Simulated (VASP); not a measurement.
# Ta4C3 (Cm) in VASP: further runs, part 2 of 2

VASP 6.6.1. Earlier steps stand in the parts before.

### 3 Single point, PBEsol (the part above a cut slid along it)

Contents of INCAR:

```
SYSTEM = Ta4C3
  PREC = Accurate
  ENCUT = 700
  EDIFF = 1E-6
  ISMEAR = 0
  SIGMA = 0.15
  LREAL = .False.
  LASPH = .True.
  NELM = 120
  ALGO = Normal
  ISIF = 2
  LWAVE = .False.
  LCHARG = .True.
  GGA = PS
  LELF = .True.
  LVHAR = .True.
  NBANDS = 41
  GGA_COMPAT = .False.
```

Contents of KPOINTS:

```
Automatic mesh
0
Gamma
  14 14 4
  0 0 0
```

Contents of POSCAR:

```
Ta4C3
1.0
   -3.1032734570      0.0000000000      0.0000000000
   -1.5516367285     -2.6875136487      0.0000000000
   -1.1635723827     -0.6717888284     10.1645109918
Ta C
4 3
Direct
    0.2629146576      0.2629146576      0.1893666186
    0.0746227208      0.0746227208      0.9426348013
   -0.1975861354     -0.1975861354      0.6981042887
    0.5304878364      0.5304878364      0.4524423133
    0.1660116054      0.1660116054      0.5770305159
    0.9625932703      0.9625932703      0.0573012258
   -0.1037901376     -0.1037901376      0.3228702664
```

Potentials or basis: VASP PAW PBE potentials, release 64 (Ta_sv_GW, C).

Run with:

```console
$ cat potpaw_PBE.64/Ta_sv_GW/POTCAR potpaw_PBE.64/C/POTCAR > POTCAR
$ mpirun -np 1 vasp_std > vasp.out
```

OUTCAR:

```text
SYSTEM = Ta4C3
   PREC = Accurate
   ENCUT = 700
   EDIFF = 1E-6
   ISMEAR = 0
   LREAL = .False.
   LASPH = .True.
   NELM = 120
   ISIF = 2
   GGA = PS

 ion  position               nearest neighbor table
   1  0.263  0.263  0.189-   6 2.24   6 2.24   6 2.24   7 2.25   7 2.25   7 2.25   2 2.85   4 3.22
                             4 3.22   4 3.22   2 3.24   2 3.24
   2  0.075  0.075  0.943-   6 1.25   1 2.85   3 3.06   3 3.06   3 3.06   1 3.24   1 3.24
   3  0.802  0.802  0.698-   5 2.17   5 2.17   5 2.17   2 3.06   2 3.06   2 3.06   4 3.07   4 3.07
                             4 3.07
   4  0.530  0.530  0.452-   5 2.19   5 2.19   5 2.19   7 2.22   7 2.22   7 2.22   3 3.07   3 3.07
                             3 3.07   1 3.22   1 3.22   1 3.22
   5  0.166  0.166  0.577-   3 2.17   3 2.17   3 2.17   4 2.19   4 2.19   4 2.19
   6  0.963  0.963  0.057-   2 1.25   1 2.24   1 2.24   1 2.24
   7  0.896  0.896  0.323-   4 2.22   4 2.22   4 2.22   1 2.25   1 2.25   1 2.25

 -----------------------------------------------------------------------------
|                                                                             |
|           W    W    AA    RRRRR   N    N  II  N    N   GGGG   !!!           |
|           W    W   A  A   R    R  NN   N  II  NN   N  G    G  !!!           |
|           W    W  A    A  R    R  N N  N  II  N N  N  G       !!!           |
|           W WW W  AAAAAA  RRRRR   N  N N  II  N  N N  G  GGG   !            |
|           WW  WW  A    A  R   R   N   NN  II  N   NN  G    G                |
|           W    W  A    A  R    R  N    N  II  N    N   GGGG   !!!           |
|                                                                             |
|     The distance between some ions is very small. Please check the          |
|     nearest-neighbor list in the OUTCAR file.                               |
|     I HOPE YOU KNOW WHAT YOU ARE DOING!                                     |
|                                                                             |
 -----------------------------------------------------------------------------

  LATTYP: Found a base centered monoclinic cell.
 ALAT       =     5.3750272973
 B/A-ratio  =     0.5773502692
 C/A-ratio  =     1.9075113659
 COS(beta)  =    -0.1310433432
[... 172 lines left out ...]
   LEPSILON=     F    determine dielectric tensor
   LRPA    =     F    only Hartree local field effects (RPA)
 non-spin polarized calculation
 Gauss-broadening in eV      SIGMA  =   0.15
  energy-cutoff  :      700.00
  volume of cell :       84.77
 maximum number of plane-waves:      3593
   NGX = 13   NGY = 13   NGZ = 45

 number of electron      64.0000000 magnetization

 Free energy of the ion-electron system (eV)
  ---------------------------------------------------
  ext. energy  EPLUGINS =         0.00000000
  ---------------------------------------------------
  free energy    TOTEN  =       -74.23662813 eV

  energy without entropy =      -74.20767000  energy(sigma->0) =      -74.22214906

 E-fermi :  11.4854     XC(G=0): -13.4012

 val. band max:       11.4843394964   @ k =   0.1429   0.0000   0.0000
 cond. band min:      11.4954651905   @ k =   0.4286  -0.0000   0.0000
 fundamental gap:      0.0111256941
 Fermi energy:        11.4854325811

 k-point     1 :       0.0000    0.0000    0.0000
  band No.  band energies     occupation
      1     -57.0436      2.00000
      2     -56.9853      2.00000
      3     -56.6570      2.00000
      4     -56.4099      2.00000
      5     -25.6966      2.00000
      6     -23.8339      2.00000
[... 1045 lines left out ...]
     40      14.5872      0.00000
     41      15.3467      0.00000

 [... further k-points ...]

------------------------ aborting loop because EDIFF is reached ----------------------------------------

  FORCE on cell =-STRESS in cart. coord.  units (eV):
  Direction    XX          YY          ZZ          XY          YZ          ZX
  --------------------------------------------------------------------------------------
  -------------------------------------------------------------------------------------
  Total        9.1397637      2.5562615     85.0236479      5.7014801     14.3542155     24.8622301
  in kB      172.7381779     48.3124039   1606.9157281    107.7558812    271.2894018    469.8870198
  external PRESSURE =     609.3221033 kB  Pullay stress =       0.0000000 kB

 VOLUME and BASIS-vectors are now :
 -----------------------------------------------------------------------------
  energy-cutoff  :      700.00
  volume of cell :       84.77
      direct lattice vectors                 reciprocal lattice vectors
    -3.103273457  0.000000000  0.000000000    -0.322240374  0.186045567 -0.024592100
    -1.551636728 -2.687513649  0.000000000     0.000000000 -0.372091134 -0.024592100
    -1.163572383 -0.671788828 10.164510992     0.000000000  0.000000000  0.098381516

 POSITION                                       TOTAL-FORCE (eV/Angst)
 -----------------------------------------------------------------------------------
     -1.44419     -0.83380      1.92482        -0.500188     -0.288783      2.525004
     -1.44419     -0.83380      9.58142       -23.004752    -13.281800    -75.178245
     -4.54746     -2.62548      7.09589         0.277132      0.160002      0.457537
     -2.99582     -1.72964      4.59885         0.024076      0.013900     -0.294150
     -1.44419     -0.83380      5.86523        -0.066963     -0.038661      0.426318
     -4.54746     -2.62548      0.58244        23.324531     13.466424     72.763875
     -4.54746     -2.62548      3.28182        -0.053837     -0.031083     -0.700339
 -----------------------------------------------------------------------------------
    total drift:                               -0.000007     -0.000004     -0.000715

  FREE ENERGIE OF THE ION-ELECTRON SYSTEM (eV)
  ---------------------------------------------------
  free  energy   TOTEN  =       -74.2366281269 eV

  energy  without entropy=      -74.2076700030  energy(sigma->0) =      -74.22214906
```

stdout:

```text
POSCAR found type information on POSCAR TaC
 POSCAR found :  2 types and       7 ions
 scaLAPACK will be used
 -----------------------------------------------------------------------------
|                                                                             |
|                                                                             |
[... 17 lines left out ...]
|     I HOPE YOU KNOW WHAT YOU ARE DOING!                                     |
|                                                                             |
 -----------------------------------------------------------------------------

 POSCAR, INCAR and KPOINTS ok, starting setup
 FFT: planning ... GRIDC
 FFT: planning ... GRID_SOFT
 FFT: planning ... GRID
 WAVECAR not read
 entering main loop
```

It took 13 min on 1 thread of Intel Xeon 6975P-C (Granite Rapids), shared host; peak memory 0.93 GiB.

What came out:

```yaml
Free_energy: -74.2366 eV
Pressure: 60.9 GPa
Largest_force: 79.733 eV/Å
Band_gap_on_the_k_mesh: zero (bands 32 and 33 overlap by 0.66 eV)
```

Forces on the atoms (eV/Å):
```
Ta   -0.500  -0.289   2.525
Ta  -23.005 -13.282 -75.178
Ta    0.277   0.160   0.458
Ta    0.024   0.014  -0.294
C    -0.067  -0.039   0.426
C    23.325  13.466  72.764
C    -0.054  -0.031  -0.700
```

Caveat: the cell differs from its parent crystal (the part above a cut slid along it); atoms lie so close that the PAW spheres overlap strongly, which falsifies energies and pressures; the stress differs along the axes, from 5 to 161 GPa; the PAW data sets were made with another functional, which shifts forces and pressure a little; spin-orbit coupling is left out, which moves the levels of the heavy elements.
